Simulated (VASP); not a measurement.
# Al8Au3 in VASP: relaxation of the atoms with PBEsol

Aim: the relaxation of the atoms of Al8Au3 with PBEsol.

Program: VASP 6.6.1. These are calculated values, not measurements. Logs are shortened: lines on timing, memory, paths and dates and some standing lists are left out, and cuts for length are marked.

## 1. The cell of the first run

The cell holds a slab with vacuum, 11 atoms: a = 4.245 Å, b = 4.245 Å, c = 27.130 Å, α = 90.00°, β = 90.00°, γ = 120.00°.

## 2. Relaxation of the atoms, PBEsol

INCAR reads:

```
PREC = Accurate ; ENCUT = 520
EDIFF = 1E-6 ; ISMEAR = 0
SIGMA = 0.1 ; LREAL = F
LASPH = T ; NELM = 100
ALGO = Fast ; ISIF = 2
LWAVE = F ; LCHARG = F
LDIPOL = T ; IDIPOL = 3
DIPOL = 0.5 0.5 0.500 ; GGA = PS
IBRION = 2 ; NSW = 80
EDIFFG = -0.02
```

KPOINTS reads:

```
Automatic mesh
0
Gamma
  9 9 1
```

POSCAR reads:

```
Al8Au3
1.0
    4.2447517284      0.0000000000      0.0000000000
   -2.1223758642      3.6760628295      0.0000000000
    0.0000000000      0.0000000000     27.1303884559
Al Au
8 3
Direct
    0.6666666667      0.3333333333      0.2764427797
    0.0000000000      0.0000000000      0.3403162712
    0.3333333333      0.6666666667      0.4041897627
    0.6666666667      0.3333333333      0.4680632542
    0.0000000000      0.0000000000      0.5319367458
    0.3333333333      0.6666666667      0.5958102373
    0.6666666667      0.3333333333      0.6596837288
    0.0000000000      0.0000000000      0.7235572203
    0.6666666667      0.3333333333      0.3722530170
    0.3333333333      0.6666666667      0.5000000000
    0.0000000000      0.0000000000      0.6277469830
```

Potentials or basis: VASP PAW PBE potentials, release 64 (Al, Au).

Launch:

```console
> cat potpaw_PBE.64/Al/POTCAR potpaw_PBE.64/Au/POTCAR > POTCAR
> mpirun -np 1 vasp_std > vasp.out
```

OUTCAR:

```text
PREC = Accurate
   ENCUT = 520
   EDIFF = 1E-6
   ISMEAR = 0
   LREAL = F
   LASPH = T
   NELM = 100
   ISIF = 2
   GGA = PS
   IBRION = 2
   NSW = 80
   EDIFFG = -0.02

 ion  position               nearest neighbor table
   1  0.667  0.333  0.276-   9 2.60   2 3.00   2 3.00   2 3.00
   2  0.000  0.000  0.340-   9 2.60   9 2.60   9 2.60   3 3.00   1 3.00   3 3.00   1 3.00   3 3.00
                             1 3.00
   3  0.333  0.667  0.404-   9 2.60   9 2.60   9 2.60  10 2.60   4 3.00   4 3.00   2 3.00   2 3.00
                             2 3.00   4 3.00
   4  0.667  0.333  0.468-   9 2.60  10 2.60  10 2.60  10 2.60   3 3.00   3 3.00   3 3.00   5 3.00
                             5 3.00   5 3.00
   5  0.000  0.000  0.532-  11 2.60  10 2.60  10 2.60  10 2.60   6 3.00   6 3.00   6 3.00   4 3.00
                             4 3.00   4 3.00
   6  0.333  0.667  0.596-  11 2.60  11 2.60  11 2.60  10 2.60   7 3.00   5 3.00   7 3.00   5 3.00
                             5 3.00   7 3.00
   7  0.667  0.333  0.660-  11 2.60  11 2.60  11 2.60   6 3.00   6 3.00   8 3.00   8 3.00   8 3.00
                             6 3.00
   8  0.000  0.000  0.724-  11 2.60   7 3.00   7 3.00   7 3.00
   9  0.667  0.333  0.372-   4 2.60   3 2.60   3 2.60   3 2.60   2 2.60   2 2.60   2 2.60   1 2.60

  10  0.333  0.667  0.500-   4 2.60   5 2.60   4 2.60   5 2.60   5 2.60   4 2.60   3 2.60   6 2.60

  11  0.000  0.000  0.628-   5 2.60   6 2.60   6 2.60   6 2.60   7 2.60   7 2.60   7 2.60   8 2.60

  LATTYP: Found a hexagonal cell.
 ALAT       =     4.2447517284
 C/A-ratio  =     6.3915136130

  Lattice vectors:

 A1 = (   4.2447517284,   0.0000000000,   0.0000000000)
 A2 = (  -2.1223758642,   3.6760628295,   0.0000000000)
 A3 = (   0.0000000000,   0.0000000000,  27.1303884559)

Analysis of symmetry for initial positions (statically):
=====================================================================
 Subroutine PRICEL returns:
 Original cell was already a primitive cell.

 Routine SETGRP: Setting up the symmetry group for a
 hexagonal supercell.

 Subroutine GETGRP returns: Found 12 space group operations
 (whereof  6 operations were pure point group operations)
 out of a pool of 24 trial point group operations.

The static configuration has the point symmetry C_3v.
 The point group associated with its full space group is D_3d.

Analysis of symmetry for dynamics (positions and initial velocities):
=====================================================================
 Subroutine PRICEL returns:
 Original cell was already a primitive cell.

 Routine SETGRP: Setting up the symmetry group for a
 hexagonal supercell.

 Subroutine GETGRP returns: Found 12 space group operations
[... 134 lines left out ...]
   GGA     = PS    functional components
   LHFCALC =     F    Hartree Fock is set to
   AEXX    =    0.0000 exact exchange contribution
   IVDW    =     0    specifies the selected vdW correction
   LEPSILON=     F    determine dielectric tensor
   LRPA    =     F    only Hartree local field effects (RPA)
 conjugate gradient relaxation of ions
 non-spin polarized calculation
 RMM-DIIS sequential band-by-band and
 Gauss-broadening in eV      SIGMA  =   0.10
  energy-cutoff  :      520.00
  volume of cell :      423.34
 maximum number of plane-waves:     11448
 NGX is ok and might be reduce to    32
   NGX = 15   NGY = 15   NGZ =101

--------------------------------------- Ionic step        1  -------------------------------------------

 number of electron      57.0000000 magnetization

 Free energy of the ion-electron system (eV)
  ---------------------------------------------------
  ext. energy  EPLUGINS =         0.00000000
  ---------------------------------------------------
  free energy    TOTEN  =       -44.63371332 eV

  energy without entropy =      -44.60351657  energy(sigma->0) =      -44.61861495

------------------------ aborting loop because EDIFF is reached ----------------------------------------

  FORCE on cell =-STRESS in cart. coord.  units (eV):
  Direction    XX          YY          ZZ          XY          YZ          ZX
  --------------------------------------------------------------------------------------
  -------------------------------------------------------------------------------------
  Total       -2.5968096     -2.5968096     -0.1894586     -0.0000000      0.0000000      0.0000000
  in kB       -9.8278712     -9.8278712     -0.7170240     -0.0000000      0.0000000      0.0000000
  external PRESSURE =      -6.7909222 kB  Pullay stress =       0.0000000 kB
[... 296 lines left out ...]
  FREE ENERGIE OF THE ION-ELECTRON SYSTEM (eV)
  ---------------------------------------------------
  free  energy   TOTEN  =       -44.7300147882 eV

  energy  without entropy=      -44.7042490640  energy(sigma->0) =      -44.71713193

 dipolmoment           0.000000      0.000000     -0.000000 electrons x Angstroem

--------------------------------------- Ionic step        8  -------------------------------------------

 number of electron      57.0000000 magnetization

 dipolmoment           0.000000      0.000000      0.000000 electrons x Angstroem

 Free energy of the ion-electron system (eV)
  ---------------------------------------------------
  ext. energy  EPLUGINS =         0.00000000
  ---------------------------------------------------
  free energy    TOTEN  =       -44.73121963 eV

  energy without entropy =      -44.70534956  energy(sigma->0) =      -44.71828460

 E-fermi :   1.2291     XC(G=0):  -5.7636

 val. band max:        1.1962181776   @ k =   0.2222   0.2222   0.0000
 cond. band min:       1.3195277941   @ k =   0.1111  -0.0000   0.0000
 fundamental gap:      0.1233096165
 Fermi energy:         1.2291072782

 k-point     1 :       0.0000    0.0000    0.0000
  band No.  band energies     occupation
      1      -9.1827      2.00000
      2      -8.4893      2.00000
      3      -7.7751      2.00000
      4      -5.7061      2.00000
      5      -5.6493      2.00000
      6      -5.4585      2.00000
[... 433 lines left out ...]
     33       1.8273      0.00000
     34       4.0438      0.00000

------------------------ aborting loop because EDIFF is reached ----------------------------------------

 vacuum level on the upper side and lower side of the slab       (xc-potential included)        -0.023        -0.023

  FORCE on cell =-STRESS in cart. coord.  units (eV):
  Direction    XX          YY          ZZ          XY          YZ          ZX
  --------------------------------------------------------------------------------------
  -------------------------------------------------------------------------------------
  Total       -2.7509355     -2.7509355      0.2170888      0.0000000     -0.0000000      0.0000000
  in kB      -10.4111751    -10.4111751      0.8215929      0.0000000     -0.0000000      0.0000000
  external PRESSURE =      -6.6669191 kB  Pullay stress =       0.0000000 kB
[... 26 lines left out ...]
  FREE ENERGIE OF THE ION-ELECTRON SYSTEM (eV)
  ---------------------------------------------------
  free  energy   TOTEN  =       -44.7312196324 eV

  energy  without entropy=      -44.7053495637  energy(sigma->0) =      -44.71828460

 reached required accuracy - stopping structural energy minimisation

 vacuum level on the upper side and lower side of the slab         5.718         5.718
```

CONTCAR:

```text
Al8Au3
   1.00000000000000
     4.2447517283999998    0.0000000000000000    0.0000000000000000
    -2.1223758641999999    3.6760628295000002    0.0000000000000000
     0.0000000000000000    0.0000000000000000   27.1303884559000004
  Al              Au
     8     3
Direct
     0.6666666667000030    0.3333333332999970    0.2790601744627573
     1.0000000000000000    0.0000000000000000    0.3355470890496582
     0.3333333332999970    0.6666666667000030    0.4027138750809794
     0.6666666667000030    0.3333333332999970    0.4693746853580634
     0.0000000000000000    0.0000000000000000    0.5306253146419366
     0.3333333332999970    0.6666666667000030    0.5972861249190206
     0.6666666667000030    0.3333333332999970    0.6644529109503416
     1.0000000000000000    0.0000000000000000    0.7209398255372427
     0.6666666667000030    0.3333333332999970    0.3746179129735784
     0.3333333332999970    0.6666666667000030    0.5000000000000000
     1.0000000000000000    0.0000000000000000    0.6253820870264213

  0.00000000E+00  0.00000000E+00  0.00000000E+00
  0.00000000E+00  0.00000000E+00  0.00000000E+00
  0.00000000E+00  0.00000000E+00  0.00000000E+00
  0.00000000E+00  0.00000000E+00  0.00000000E+00
  0.00000000E+00  0.00000000E+00  0.00000000E+00
  0.00000000E+00  0.00000000E+00  0.00000000E+00
  0.00000000E+00  0.00000000E+00  0.00000000E+00
  0.00000000E+00  0.00000000E+00  0.00000000E+00
  0.00000000E+00  0.00000000E+00  0.00000000E+00
  0.00000000E+00  0.00000000E+00  0.00000000E+00
  0.00000000E+00  0.00000000E+00  0.00000000E+00
```

It took 25 min on 1 thread of Oxide Virtual Turin-like, shared host; peak memory 0.57 GiB.

What came out:

* Free energy: -44.7312 eV
* Energy gained by relaxing: 8.9 meV/atom
* Ionic steps: 8
* Largest force after relaxing: 0.015 eV/Å
* Band gap on the k mesh: zero (an odd number of electrons rules out a gap without spin polarisation)

Forces in eV/Å, atoms in the order of the input:
```
Al   0.000  0.000 -0.013
Al   0.000  0.000 -0.014
Al   0.000  0.000 -0.001
Al   0.000  0.000 -0.015
Al   0.000  0.000  0.015
Al   0.000  0.000  0.001
Al   0.000  0.000  0.014
Al   0.000  0.000  0.013
Au   0.000  0.000  0.007
Au   0.000  0.000  0.000
Au   0.000  0.000 -0.007
```

The path:
| step | energy change (eV) | largest force (eV/Å) | pressure (GPa) |
| --- | --- | --- | --- |
| 1 | 0.0000 | 0.4122 | -0.68 |
| 2 | -0.0316 | 0.3204 | -0.69 |
| 3 | -0.0698 | 0.1976 | -0.67 |
| 4 | -0.0706 | 0.2452 | -0.67 |
| 5 | -0.0890 | 0.1193 | -0.68 |
| 6 | -0.0933 | 0.1096 | -0.67 |
| 7 | -0.0963 | 0.0632 | -0.67 |
| 8 | -0.0975 | 0.0146 | -0.67 |

Final structure:
```xyz
11
Lattice="4.2448 0.0000 0.0000 -2.1224 3.6761 0.0000 0.0000 0.0000 27.1304" Properties=species:S:1:pos:R:3 pbc="T T T"
Al    2.1224    1.2254    7.5710
Al    4.2448    0.0000    9.1035
Al    0.0000    2.4507   10.9258
Al    2.1224    1.2254   12.7343
Al    0.0000    0.0000   14.3961
Al    0.0000    2.4507   16.2046
Al    2.1224    1.2254   18.0269
Al    4.2448    0.0000   19.5594
Au    2.1224    1.2254   10.1635
Au    0.0000    2.4507   13.5652
Au    4.2448    0.0000   16.9669
```

Caveat: the PAW data sets were made with another functional, which shifts forces and pressure a little; spin-orbit coupling is left out, which moves the levels of the heavy elements.
